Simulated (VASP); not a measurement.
# PbO2 (P1) in VASP: notebook, part 2 of 2

VASP 6.6.1. Earlier steps stand in the parts before.

## (3) Single point, PBEsol

File INCAR:

```
  PREC = Accurate
  ENCUT = 520
  EDIFF = 1E-7
  ISMEAR = 0
  SIGMA = 0.01
  LREAL = False
  LASPH = True
  NELM = 60
  ALGO = Normal
  ISIF = 2
  LWAVE = False
  LCHARG = False
  GGA = PS
  NBANDS = 64
```

File KPOINTS:

```
Automatic mesh
0
Gamma
  2 2 2
  0.5 0.5 0.5
```

File POSCAR:

```
PbO2
1.0
    4.9835360000      0.0000000000      0.0000000000
    0.0000000000      4.9835360000      0.0000000000
    0.0000000000      0.0000000000      6.7958820000
Pb O
4 8
Direct
    0.9859620000      0.9847770000      0.9826100000
    0.9928800000      0.0021620000      0.4926290000
    0.4872950000      0.5014330000      0.2344190000
    0.5155990000      0.4905750000      0.7513230000
    0.3083030000      0.3235070000      0.9945830000
    0.3089010000      0.2946310000      0.4873590000
    0.7101380000      0.6743540000      0.0113670000
    0.7084070000      0.7090690000      0.5057160000
    0.2138230000      0.8046720000      0.2517960000
    0.1951580000      0.8280790000      0.7490360000
    0.8142950000      0.1813700000      0.2540940000
    0.8211400000      0.1866460000      0.7574270000
```

Potentials or basis: VASP PAW PBE potentials, release 64 (Pb_d, O).

Started as:

```bash
cat potpaw_PBE.64/Pb_d/POTCAR potpaw_PBE.64/O/POTCAR > POTCAR
mpirun -np 1 vasp_std > vasp.out
```

It took 67 s on 1 thread of Intel Xeon Platinum 8488C (Sapphire Rapids), shared host; peak memory 0.26 GiB.

Results (log left out):

```yaml
Free_energy: -67.0937 eV
Pressure: 4.8 GPa
Largest_force: 3.893 eV/Å
Band_gap_on_the_k_mesh: 1.70 eV
```

Forces on the atoms (eV/Å):
```
Pb   1.613  0.404  3.520
Pb   1.560  0.055  0.290
Pb   0.926 -1.015  2.830
Pb  -0.754  0.679 -1.382
O   -0.959 -1.122 -0.760
O    0.726  0.708  0.662
O    0.107 -0.022 -1.113
O   -1.501 -1.774  0.005
O   -1.106  1.179 -0.550
O    1.322 -1.211 -0.642
O   -0.742  0.813 -1.510
O   -1.192  1.307 -1.349
```

Stress tensor (GPa, compression positive):
```
 4.08  0.33 -0.05
 0.33  4.44 -1.25
-0.05 -1.25  5.80
```

Levels at points of the mesh, in eV from the valence-band top:
| k point | band 48 | band 49 | band 50 | band 51 | band 52 | band 53 | band 54 | band 55 | band 56 | band 57 |
| --- | --- | --- | --- | --- | --- | --- | --- | --- | --- | --- |
| (0.25, 0.25, 0.25) | -0.56 | -0.42 | -0.28 | -0.23 | 0.00 | 1.70 | 3.11 | 3.74 | 4.37 | 6.73 |

Caveat: the k points lie up to 0.63 Å⁻¹ apart; the PAW data sets were made with another functional, which shifts forces and pressure a little; spin-orbit coupling is left out, which moves the levels of the heavy elements. A k mesh can miss the band edges.

## (4) Single point, PBEsol+D4

File INCAR:

```
ALGO = Normal
EDIFF = 1E-6
ENCUT = 520
GGA = PS
ISIF = 2
ISMEAR = -1
IVDW = 13
LASPH = T
LCHARG = F
LREAL = F
LWAVE = F
NBANDS = 64
NELM = 60
PREC = Accurate
SIGMA = 0.05
```

KPOINTS is that of step 3.

POSCAR is that of step 3.

Started as:

```bash
cat potpaw_PBE.64/Pb_d/POTCAR potpaw_PBE.64/O/POTCAR > POTCAR
mpirun -np 1 vasp_std > vasp.out
```

It took 52 s on 1 thread of Intel Xeon Platinum 8488C (Sapphire Rapids), shared host; peak memory 0.28 GiB.

It converged, with:

```yaml
Free_energy: -68.8906 eV
Pressure: 3.2 GPa
Largest_force: 3.885 eV/Å
Band_gap_on_the_k_mesh: 1.70 eV
Dispersion_energy_per_atom: -0.150 eV
```

Forces in eV/Å, atoms in the order of the input:
```
Pb   1.611  0.403  3.512
Pb   1.559  0.054  0.288
Pb   0.920 -1.015  2.823
Pb  -0.754  0.676 -1.380
O   -0.953 -1.117 -0.759
O    0.725  0.708  0.660
O    0.106 -0.021 -1.112
O   -1.497 -1.772  0.009
O   -1.104  1.176 -0.548
O    1.318 -1.208 -0.640
O   -0.739  0.810 -1.507
O   -1.192  1.305 -1.347
```

Stress tensor (GPa, compression positive):
```
 2.47  0.32 -0.04
 0.32  2.83 -1.24
-0.04 -1.24  4.16
```

Levels at points of the mesh, in eV from the valence-band top:
```tsv
k point	band 49	band 50	band 51	band 52	band 53	band 54	band 55	band 56
(0.25, 0.25, 0.25)	-0.42	-0.28	-0.23	0.00	1.70	3.11	3.74	4.37
```

Caveat: the k points lie up to 0.63 Å⁻¹ apart; the PAW data sets were made with another functional, which shifts forces and pressure a little; spin-orbit coupling is left out, which moves the levels of the heavy elements. A k mesh can miss the band edges.

## (5) Single point, LDA

File INCAR:

```
  PREC = Accurate
  ENCUT = 520
  EDIFF = 1E-7
  ISMEAR = -1
  SIGMA = 0.05
  LREAL = F
  LASPH = T
  NELM = 60
  ALGO = Normal
  ISIF = 2
  LWAVE = F
  LCHARG = T
  GGA = CA
  LELF = T
  LVHAR = T
  NBANDS = 64
```

KPOINTS is that of step 4.

POSCAR is that of step 4.

Potentials or basis: VASP PAW LDA potentials, release 64 (Pb_d, O).

Started as:

```bash
cat potpaw_LDA.64/Pb_d/POTCAR potpaw_LDA.64/O/POTCAR > POTCAR
mpirun -np 1 vasp_std > vasp.out
```

Run time: 52 s. Hardware: 1 thread of Intel Xeon Platinum 8488C (Sapphire Rapids), shared host; peak memory 0.22 GiB.

Results (log left out):

- Free energy: -72.2792 eV
- Pressure: 0.7 GPa
- Largest force: 3.817 eV/Å
- Band gap on the k mesh: 1.69 eV

Forces on the atoms (eV/Å):
```
Pb   1.593  0.404  3.445
Pb   1.548  0.049  0.273
Pb   0.901 -0.992  2.770
Pb  -0.736  0.660 -1.350
O   -0.883 -1.059 -0.745
O    0.722  0.714  0.644
O    0.065 -0.026 -1.110
O   -1.476 -1.744  0.021
O   -1.108  1.146 -0.540
O    1.237 -1.164 -0.615
O   -0.703  0.761 -1.475
O   -1.161  1.251 -1.318
```

Stress tensor (GPa, compression positive):
```
 0.18  0.28  0.01
 0.28  0.53 -1.16
 0.01 -1.16  1.25
```

Levels at points of the mesh, in eV from the valence-band top:
```
           k point  band 49  band 50  band 51  band 52  band 53  band 54  band 55  band 56
(0.25, 0.25, 0.25)    -0.42    -0.28    -0.25     0.00     1.69     3.08     3.70     4.33
```

Caveat: the k points lie up to 0.63 Å⁻¹ apart; spin-orbit coupling is left out, which moves the levels of the heavy elements; forces of over 1 eV/Å act on the atoms, so gaps and moduli don't describe the material at rest. A hybrid or GW would open this gap; LDA tends to underestimate it.

## (6) Summary

| level | potentials or basis | smearing | gap on the mesh (eV) | pressure (GPa) | largest force (eV/Å) |
| --- | --- | --- | --- | --- | --- |
| PBEsol | VASP PAW PBE potentials, release 64 (Pb_d, O) | fermi-dirac 0.05 eV | 1.70 | 4.8 | 3.89 |
| PBEsol | VASP PAW PBE potentials, release 64 (Pb_d, O) | gaussian 0.01 eV | 1.70 | 4.8 | 3.89 |
| PBEsol+D4 | VASP PAW PBE potentials, release 64 (Pb_d, O) | fermi-dirac 0.05 eV | 1.70 | 3.2 | 3.88 |
| LDA | VASP PAW LDA potentials, release 64 (Pb_d, O) | fermi-dirac 0.05 eV | 1.69 | 0.7 | 3.82 |

Alike in all rows: task single point; no spin polarisation; cell as given; k mesh 2 × 2 × 2, shifted; cutoff (eV) 520.

Caveats: all runs use coarse meshes; spin-orbit coupling is left out, which moves the levels of the heavy elements; the PAW data sets were made with another functional, which shifts forces and pressure a little (some runs); forces of over 1 eV/Å act on the atoms, so gaps and moduli don't describe the material at rest (some runs).

Total energies depend on the potentials used, so only differences within one code and one set of settings carry meaning.
